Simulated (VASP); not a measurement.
# Sn (Fd-3m) in VASP: a series of runs

Sn is run at these levels: PBE; tasks: single point.

Everything below comes from runs of VASP 6.6.1. Logs are shortened: lines on timing, memory, paths and dates and some standing lists are left out, and cuts for length are marked.

## 1. The cell of the first run

The structure is cubic, space group Fd-3m (No. 227). Conventional cell: a = 6.656 Å, b = 6.656 Å, c = 6.656 Å, α = 90.00°, β = 90.00°, γ = 90.00°. Sn (site symmetry -43m) has 4 Sn at 2.88 Å within 3.8 Å.

This isn't the form of Sn at room conditions, which is tetragonal (white tin).

## 2. Single point, PBE

Contents of INCAR:

```
PREC = Accurate
ENCUT = 520
EDIFF = 1E-7
ISMEAR = -1
SIGMA = 0.02
LREAL = F
LASPH = T
NELM = 100
ALGO = Normal
ISIF = 2
LWAVE = F
LCHARG = T
GGA = PE
LELF = T
LVHAR = T
NBANDS = 21
```

Contents of KPOINTS:

```
regular mesh
0
Gamma
  9 9 9
```

Contents of POSCAR:

```
Sn
1.0
    0.0000000000      3.3279730282      3.3279730282
    3.3279730282      0.0000000000      3.3279730282
    3.3279730282      3.3279730282      0.0000000000
Sn
2
Direct
   -0.1250000000     -0.1250000000     -0.1250000000
    0.1250000000      0.1250000000      0.1250000000
```

Potentials or basis: VASP PAW PBE potentials, release 64 (Sn_d).

Command:

```sh
$ cat potpaw_PBE.64/Sn_d/POTCAR > POTCAR
$ mpirun -np 1 vasp_std > vasp.out
```

OUTCAR:

```text
PREC = Accurate
   ENCUT = 520
   EDIFF = 1E-7
   ISMEAR = -1
   LREAL = F
   LASPH = T
   NELM = 100
   ISIF = 2
   GGA = PE

 ion  position               nearest neighbor table
   1  0.875  0.875  0.875-   2 2.88   2 2.88   2 2.88   2 2.88
   2  0.125  0.125  0.125-   1 2.88   1 2.88   1 2.88   1 2.88

  LATTYP: Found a face centered cubic cell.
 ALAT       =     6.6559460564

  Lattice vectors:

 A1 = (   0.0000000000,   3.3279730282,   3.3279730282)
 A2 = (   3.3279730282,   0.0000000000,   3.3279730282)
 A3 = (   3.3279730282,   3.3279730282,   0.0000000000)

Analysis of symmetry for initial positions (statically):
=====================================================================
 Subroutine PRICEL returns:
 Original cell was already a primitive cell.

 Routine SETGRP: Setting up the symmetry group for a
 face centered cubic supercell.

 Subroutine GETGRP returns: Found 48 space group operations
 (whereof 12 operations were pure point group operations)
 out of a pool of 48 trial point group operations.

The static configuration has the point symmetry D_3d.
 The point group associated with its full space group is O_h .

Analysis of symmetry for dynamics (positions and initial velocities):
=====================================================================
 Subroutine PRICEL returns:
 Original cell was already a primitive cell.

 Routine SETGRP: Setting up the symmetry group for a
 face centered cubic supercell.

 Subroutine GETGRP returns: Found 48 space group operations
 (whereof 12 operations were pure point group operations)
 out of a pool of 48 trial point group operations.

The dynamic configuration has the point symmetry D_3d.
 The point group associated with its full space group is O_h .

 Subroutine INISYM returns: Found 48 space group operations
 (whereof 12 operations are pure point group operations),
 and found     1 'primitive' translations

----------------------------------------------------------------------------------------

                                     Primitive cell

  volume of cell :      73.7173

  direct lattice vectors                    reciprocal lattice vectors
     0.000000000  3.327973028  3.327973028    -0.150241602  0.150241602  0.150241602
     3.327973028  0.000000000  3.327973028     0.150241602 -0.150241602  0.150241602
     3.327973028  3.327973028  0.000000000     0.150241602  0.150241602 -0.150241602

  length of vectors
     4.706464592  4.706464592  4.706464592     0.260226089  0.260226089  0.260226089

  position of ions in fractional coordinates (direct lattice)
     0.875000000  0.875000000  0.875000000
     0.125000000  0.125000000  0.125000000

  ion indices of the primitive-cell ions
   primitive index   ion index
                 1           1
                 2           2

----------------------------------------------------------------------------------------

 KPOINTS: regular mesh

Automatic generation of k-mesh.
 Grid dimensions read from file:
 generate k-points for:    9    9    9

 Generating k-lattice:

  Cartesian coordinates                     Fractional coordinates (reciprocal lattice)
    -0.016693511  0.016693511  0.016693511     0.111111111  0.000000000  0.000000000
     0.016693511 -0.016693511  0.016693511     0.000000000  0.111111111  0.000000000
     0.016693511  0.016693511 -0.016693511     0.000000000  0.000000000  0.111111111

  Length of vectors
     0.028914010  0.028914010  0.028914010

  Shift w.r.t. Gamma in fractional coordinates (k-lattice)
     0.000000000  0.000000000  0.000000000

 Subroutine IBZKPT returns following result:
 ===========================================

 Found     35 irreducible k-points:

 Following reciprocal coordinates:
            Coordinates               Weight
  0.000000  0.000000  0.000000      1.000000
  0.111111  0.000000  0.000000      8.000000
  0.222222  0.000000  0.000000      8.000000
  0.333333  0.000000  0.000000      8.000000
  0.444444  0.000000  0.000000      8.000000
  0.111111  0.111111  0.000000      6.000000
[... 16 lines left out ...]
 -0.333333  0.333333  0.000000     12.000000
  0.444444  0.444444  0.000000      6.000000
 [... further k-points ...]
   k-points           NKPTS =     35   k-points in BZ     NKDIM =     35   number of bands    NBANDS=     21
   number of dos      NEDOS =    301   number of ions     NIONS =      2
   total plane-waves  NPLWV =  46656
   dimension x,y,z NGX =    36 NGY =   36 NGZ =   36
   dimension x,y,z NGXF=    72 NGYF=   72 NGZF=   72
   ions per type =               2
   NGX,Y,Z   is equivalent  to a cutoff of  12.72, 12.72, 12.72 a.u.
   NGXF,Y,Z  is equivalent  to a cutoff of  25.43, 25.43, 25.43 a.u.
 SYSTEM =  unknown system
   PREC   = accura    normal or accurate (medium, high low for compatibility)
   ISTART =      0    job   : 0-new  1-cont  2-samecut
   ICHARG =      2    charge: 1-file 2-atom 10-const
   ISPIN  =      1    spin polarized calculation?
   LNONCOLLINEAR =      F non collinear calculations
   LSORBIT =      F    spin-orbit coupling
   LASPH  =      T    aspherical Exc in radial PAW
   ENCUT  =  520.0 eV  38.22 Ry    6.18 a.u.   8.75  8.75  8.75*2*pi/ulx,y,z
   NELM   =    100;   NELMIN=  2; NELMDL= -5     # of ELM steps
   EDIFF  = 0.1E-06   stopping-criterion for ELM
   LREAL  =      F    real-space projection
   EDIFFG = 0.1E-05   stopping-criterion for IOM
   NSW    =      0    number of steps for IOM
   IBRION =     -1    ionic relax: 0-MD 1-quasi-New 2-CG
   NFREE  =      0    steps in history (QN), initial steepest desc. (CG)
   ISIF   =      2    stress and relaxation
   ISYM   =      2    0-nonsym 1-usesym 2-fastsym
   POTIM  = 0.5000    time-step for ionic-motion
   TEBEG  =    0.0;   TEEND  =   0.0 temperature during run
   PSTRESS=    0.0 pullay stress
   NELECT =      28.0000    total number of electrons
   NUPDOWN=      -1.0000    fix difference up-down
   EMIN   =  10.00;   EMAX   =-10.00  energy-range for DOS
   EFERMI =   0.00;   METHOD = LEGACY
   ISMEAR =    -1;   SIGMA  =   0.02  broadening in eV -4-tet -1-fermi 0-gaus
   EFERMI_NEDOS =   21; number of points for ismear=-14 and -15
   IALGO  =     38    algorithm
   IMIX   =      4    mixing-type and parameters
     AMIX     =   0.40;   BMIX     =  1.00
     AMIX_MAG =   1.60;   BMIX_MAG =  1.00
  volume/ion in A,a.u.               =      36.86       248.73
  Fermi-wavevector in a.u.,A,eV,Ry     =   1.185599  2.240457 19.124951  1.405644
  Thomas-Fermi vector in A             =   2.321789
   LORBIT       =      0    0 simple, 1 ext, 2 COOP (PROOUT), +10 PAW based schemes
   GGA     = PE    functional components
   LHFCALC =     F    Hartree Fock is set to
   AEXX    =    0.0000 exact exchange contribution
   IVDW    =     0    specifies the selected vdW correction
   LEPSILON=     F    determine dielectric tensor
   LRPA    =     F    only Hartree local field effects (RPA)
 non-spin polarized calculation
  energy-cutoff  :      520.00
  volume of cell :       73.72
 maximum number of plane-waves:      2004
   NGX = 17   NGY = 17   NGZ = 17

 number of electron      28.0000008 magnetization

 Free energy of the ion-electron system (eV)
  ---------------------------------------------------
  ext. energy  EPLUGINS =         0.00000000
  ---------------------------------------------------
  free energy    TOTEN  =        -7.68826238 eV

  energy without entropy =       -7.68742223  energy(sigma->0) =       -7.68784230

 E-fermi :   4.7721     XC(G=0):  -8.5476

 val. band max:        4.7492103576   @ k =   0.1111   0.0000   0.0000
 cond. band min:       4.8904567359   @ k =   0.3333   0.0000   0.0000
 fundamental gap:      0.1412463783
 Fermi energy:         4.7720518446

 k-point     1 :       0.0000    0.0000    0.0000
  band No.  band energies     occupation
      1     -16.6815      2.00000
      2     -16.6815      2.00000
      3     -16.6815      2.00000
      4     -16.6317      2.00000
      5     -16.6317      2.00000
      6     -16.3796      2.00000
[... 13 lines left out ...]
     20      12.6511      0.00000
     21      12.6511      0.00000

 k-point     2 :       0.1111    0.0000    0.0000
  band No.  band energies     occupation
      1     -16.6886      2.00000
      2     -16.6886      2.00000
      3     -16.6789      2.00000
      4     -16.6218      2.00000
      5     -16.6218      2.00000
      6     -16.3979      2.00000
[... 13 lines left out ...]
     20      11.9612      0.00000
     21      11.9612      0.00000

 k-point     3 :       0.2222    0.0000    0.0000
  band No.  band energies     occupation
      1     -16.6998      2.00000
      2     -16.6998      2.00000
      3     -16.6723      2.00000
      4     -16.6041      2.00000
      5     -16.6041      2.00000
      6     -16.4152      2.00000
[... 13 lines left out ...]
     20      11.6380      0.00000
     21      11.6380      0.00000

 k-point     4 :       0.3333    0.0000    0.0000
  band No.  band energies     occupation
      1     -16.7074      2.00000
      2     -16.7074      2.00000
      3     -16.6645      2.00000
      4     -16.5901      2.00000
      5     -16.5901      2.00000
      6     -16.4269      2.00000
[... 13 lines left out ...]
     20      12.0771      0.00000
     21      12.0771      0.00000

 k-point     5 :       0.4444    0.0000    0.0000
  band No.  band energies     occupation
      1     -16.7108      2.00000
      2     -16.7108      2.00000
      3     -16.6592      2.00000
      4     -16.5834      2.00000
      5     -16.5834      2.00000
      6     -16.4321      2.00000
[... 13 lines left out ...]
     20      13.0992      0.00000
     21      13.0992      0.00000

 k-point     6 :       0.1111    0.1111    0.0000
  band No.  band energies     occupation
      1     -16.6872      2.00000
      2     -16.6872      2.00000
      3     -16.6863      2.00000
      4     -16.6239      2.00000
      5     -16.6114      2.00000
      6     -16.4182      2.00000
[... 13 lines left out ...]
     20      11.1534      0.00000
     21      12.7849      0.00000

 k-point     7 :       0.2222    0.1111    0.0000
  band No.  band energies     occupation
      1     -16.7013      2.00000
      2     -16.6958      2.00000
      3     -16.6776      2.00000
      4     -16.6105      2.00000
      5     -16.5917      2.00000
      6     -16.4399      2.00000
[... 13 lines left out ...]
     20      11.4916      0.00000
     21      12.4668      0.00000
[... 291 lines left out ...]
      1     -16.7144      2.00000
      2     -16.7144      2.00000
      3     -16.6674      2.00000
      4     -16.5671      2.00000
      5     -16.5286      2.00000
      6     -16.5154      2.00000
[... 13 lines left out ...]
     20      13.8617      0.00000
     21      13.9113      0.00000

 k-point    21 :       0.4444    0.3333    0.0000
  band No.  band energies     occupation
      1     -16.7260      2.00000
      2     -16.7196      2.00000
      3     -16.6433      2.00000
      4     -16.5497      2.00000
      5     -16.5471      2.00000
      6     -16.4946      2.00000
[... 13 lines left out ...]
     20      13.8804      0.00000
     21      14.3689      0.00000

 k-point    22 :      -0.4444    0.3333    0.0000
  band No.  band energies     occupation
      1     -16.7384      2.00000
      2     -16.7229      2.00000
      3     -16.6166      2.00000
      4     -16.5456      2.00000
      5     -16.5284      2.00000
      6     -16.4969      2.00000
[... 13 lines left out ...]
     20      13.2378      0.00000
     21      14.7116      0.00000

 k-point    23 :      -0.3333    0.3333    0.0000
  band No.  band energies     occupation
      1     -16.7421      2.00000
      2     -16.7235      2.00000
      3     -16.6111      2.00000
      4     -16.5317      2.00000
      5     -16.5262      2.00000
      6     -16.5070      2.00000
[... 13 lines left out ...]
     20      12.1206      0.00000
     21      15.1514      0.00000

 k-point    24 :       0.4444    0.4444    0.0000
  band No.  band energies     occupation
      1     -16.7228      2.00000
      2     -16.7228      2.00000
      3     -16.6331      2.00000
      4     -16.5851      2.00000
      5     -16.5254      2.00000
      6     -16.4813      2.00000
[... 13 lines left out ...]
     20      14.2506      0.00000
     21      14.8111      0.00000

 [... further k-points ...]

------------------------ aborting loop because EDIFF is reached ----------------------------------------

  FORCE on cell =-STRESS in cart. coord.  units (eV):
  Direction    XX          YY          ZZ          XY          YZ          ZX
  --------------------------------------------------------------------------------------
  -------------------------------------------------------------------------------------
  Total       -0.0225898     -0.0225898     -0.0225898      0.0000000      0.0000000      0.0000000
  in kB       -0.4909681     -0.4909681     -0.4909681      0.0000000      0.0000000      0.0000000
  external PRESSURE =      -0.4909681 kB  Pullay stress =       0.0000000 kB

 VOLUME and BASIS-vectors are now :
 -----------------------------------------------------------------------------
  energy-cutoff  :      520.00
  volume of cell :       73.72
      direct lattice vectors                 reciprocal lattice vectors
     0.000000000  3.327973028  3.327973028    -0.150241602  0.150241602  0.150241602
     3.327973028  0.000000000  3.327973028     0.150241602 -0.150241602  0.150241602
     3.327973028  3.327973028  0.000000000     0.150241602  0.150241602 -0.150241602

 POSITION                                       TOTAL-FORCE (eV/Angst)
 -----------------------------------------------------------------------------------
      5.82395      5.82395      5.82395         0.000000     -0.000000     -0.000000
      0.83199      0.83199      0.83199        -0.000000      0.000000      0.000000
 -----------------------------------------------------------------------------------
    total drift:                                0.000000      0.000000      0.000000

  FREE ENERGIE OF THE ION-ELECTRON SYSTEM (eV)
  ---------------------------------------------------
  free  energy   TOTEN  =        -7.6882623784 eV

  energy  without entropy=       -7.6874222263  energy(sigma->0) =       -7.68784230
```

It took 33 s on 1 thread of Intel Xeon Platinum 8488C (Sapphire Rapids), shared host; peak memory 0.21 GiB.

Results:

| Item | Value |
| --- | --- |
| Free energy | -7.6883 eV |
| Pressure | 0.0 GPa |
| Band gap on the k mesh | zero (bands 14 and 15 overlap by 0.21 eV) |

Caveat: spin-orbit coupling is left out, which moves the levels of the heavy elements.

## 3. Single point, PBE

This run uses another cell than the first one: it holds 4 atoms, not 2.

Contents of INCAR:

```
PREC = Accurate ; ENCUT = 520
EDIFF = 1E-6 ; ISMEAR = -1
SIGMA = 0.02 ; LREAL = False
LASPH = True ; NELM = 60
ALGO = Normal ; ISIF = 2
LWAVE = False ; LCHARG = True
GGA = PE ; LELF = True
LVHAR = True ; NBANDS = 36
```

Contents of KPOINTS:

```
Automatic mesh
0
Gamma
  7 7 5
```

Contents of POSCAR:

```
Sn
1.0
    3.3279730282      3.3279730282      0.0000000000
   -3.3279730282      3.3279730282      0.0000000000
    0.0000000000      0.0000000000      6.6559460565
Sn
4
Direct
    0.2500000000      0.5000000000      0.3750000000
    0.7500000000      0.0000000000      0.8750000000
    0.2500000000      0.0000000000      0.1250000000
    0.7500000000      0.5000000000      0.6250000000
```

Potentials or basis: VASP PAW PBE potentials, release 64 (Sn_d).

Command:

```sh
$ cat potpaw_PBE.64/Sn_d/POTCAR > POTCAR
$ mpirun -np 1 vasp_std > vasp.out
```

OUTCAR:

```text
PREC = Accurate
   ENCUT = 520
   EDIFF = 1E-6
   ISMEAR = -1
   LREAL = False
   LASPH = True
   NELM = 60
   ISIF = 2
   GGA = PE

 ion  position               nearest neighbor table
   1  0.250  0.500  0.375-   3 2.88   4 2.88   3 2.88   4 2.88
   2  0.750  0.000  0.875-   3 2.88   4 2.88   4 2.88   3 2.88
   3  0.250  0.000  0.125-   1 2.88   2 2.88   1 2.88   2 2.88
   4  0.750  0.500  0.625-   1 2.88   2 2.88   2 2.88   1 2.88

  LATTYP: Found a simple tetragonal cell.
[... 1153 lines left out ...]
  Direction    XX          YY          ZZ          XY          YZ          ZX
  --------------------------------------------------------------------------------------
  -------------------------------------------------------------------------------------
  Total        0.0022661      0.0022661     -0.0551869      0.0000000     -0.0000000      0.0000000
  in kB        0.0246261      0.0246261     -0.5997178      0.0000000     -0.0000000      0.0000000
  external PRESSURE =      -0.1834885 kB  Pullay stress =       0.0000000 kB

 VOLUME and BASIS-vectors are now :
 -----------------------------------------------------------------------------
  energy-cutoff  :      520.00
  volume of cell :      147.43
      direct lattice vectors                 reciprocal lattice vectors
     3.327973028  3.327973028  0.000000000     0.150241602  0.150241602  0.000000000
    -3.327973028  3.327973028  0.000000000    -0.150241602  0.150241602  0.000000000
     0.000000000  0.000000000  6.655946057     0.000000000  0.000000000  0.150241602

 POSITION                                       TOTAL-FORCE (eV/Angst)
 -----------------------------------------------------------------------------------
     -0.83199      2.49598      2.49598        -0.000000     -0.000000      0.000000
      2.49598      2.49598      5.82395        -0.000000      0.000000      0.000000
      0.83199      0.83199      0.83199         0.000000     -0.000000      0.000000
      0.83199      4.15997      4.15997        -0.000000      0.000000     -0.000000
 -----------------------------------------------------------------------------------
    total drift:                                0.000000      0.000000     -0.000000

  FREE ENERGIE OF THE ION-ELECTRON SYSTEM (eV)
  ---------------------------------------------------
  free  energy   TOTEN  =       -15.3782671836 eV

  energy  without entropy=      -15.3772473646  energy(sigma->0) =      -15.37775727
```

stdout:

```text
POSCAR found type information on POSCAR Sn
 POSCAR found :  1 types and       4 ions
 scaLAPACK will be used
 LDA part: xc-table for (Slater+PW92), standard interpolation
 POSCAR, INCAR and KPOINTS ok, starting setup
 FFT: planning ... GRIDC
 FFT: planning ... GRID_SOFT
 FFT: planning ... GRID
 WAVECAR not read
 entering main loop
```

Wall time 81 s (1 thread of Intel Xeon Platinum 8488C (Sapphire Rapids), shared host); peak memory 0.29 GiB.

What came out:

- Free energy: -15.3783 eV
- Pressure: 0.0 GPa
- Band gap on the k mesh: zero (bands 28 and 29 overlap by 0.16 eV)

Caveat: spin-orbit coupling is left out, which moves the levels of the heavy elements.

The gap in the log of VASP goes by the Fermi energy; the results here count the filled bands.